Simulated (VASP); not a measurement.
# Rh: relaxation of cell and atoms with PBEsol

Crystal: Rh.

```
Rh
1.0
     2.16447    0.00000    0.00000
    -1.08223    1.87448    0.00000
     0.00000    0.00000    2.03460
Rh
1
Direct
  0.00000 0.00000 0.00000
```

```yaml
Program: VASP 6.6.1
Task: relaxation of cell and atoms
Functional: PBEsol
Potentials_or_basis: VASP PAW PBE potentials, release 64 (Rh_pv)
Cutoff: 600 eV
k_mesh: 20 × 20 × 19
Occupations: fermi-dirac, width 0.1 eV
Spin: no spin polarisation
Target_pressure: 510 GPa
Dipole_correction: no
Further_INCAR_settings: ALGO = Normal; EDIFF = 1e-06; IBRION = 2; EDIFFG = -0.005; NSW = 60; ISIF = 3
```

The relaxed volume is 8.48 Å³/atom. The relaxed cell is a = 2.177 Å, b = 2.177 Å, c = 2.065 Å, α = 90.00°, β = 90.00°, γ = 120.00° and the space group after relaxing (to 0.05 Å) is P6/mmm (No. 191). The energy change on relaxing (the enthalpy is what falls) is -755.3 meV/atom. The ionic steps are 15 and the pressure after relaxing is 510.1 GPa.

The path:
```
step  energy change (eV)  largest force (eV/Å)  pressure (GPa)  volume (Å³)
   1              0.0000                0.0000          569.12         8.25
   2             -6.1632                0.0000           65.99        12.43
   3             -0.9959                0.0000          491.15         8.55
   4             -0.7825                0.0000          507.72         8.49
   5             -0.7676                0.0000          508.96         8.48
   6             -0.5507                0.0000          525.16         8.43
   7             -0.7459                0.0000          510.78         8.47
   8             -0.7464                0.0000          510.76         8.48
   9             -0.7573                0.0000          509.87         8.48
  10             -0.7468                0.0000          510.68         8.48
  11             -0.8456                0.0000          503.01         8.51
  12             -0.7566                0.0000          509.91         8.48
  13             -0.7480                0.0000          510.60         8.48
  14             -0.7550                0.0000          510.10         8.48
  15             -0.7553                0.0000          510.06         8.48
```

Final structure:
```yaml
crystal:
  lattice:
    - [2.17723, 0.00000, 0.00000]
    - [-1.08862, 1.88554, 0.00000]
    - [0.00000, 0.00000, 2.06513]
  atoms:
    - { symbol: Rh, position: [0.00000, 0.00000, 0.00000] }
```

Levels at points of the mesh, in eV from the Fermi level:
```csv
k point,band 5,band 6,band 7,band 8,band 9,band 10,band 11
"(0.00, 0.00, 0.00)",-11.41,-6.38,-6.38,2.35,2.35,14.53,19.53
"(0.50, 0.00, 0.00)",-8.73,-3.45,0.60,1.09,2.96,14.78,18.67
```

Run time: 3.4 min on 1 thread of Intel Xeon 6975P-C, with other jobs on the host, peak memory 0.19 GiB.

Caveat: the cell is relaxed towards a set pressure, so the enthalpy falls and the energy may rise; the PAW data sets were made with another functional, which shifts forces and pressure a little.
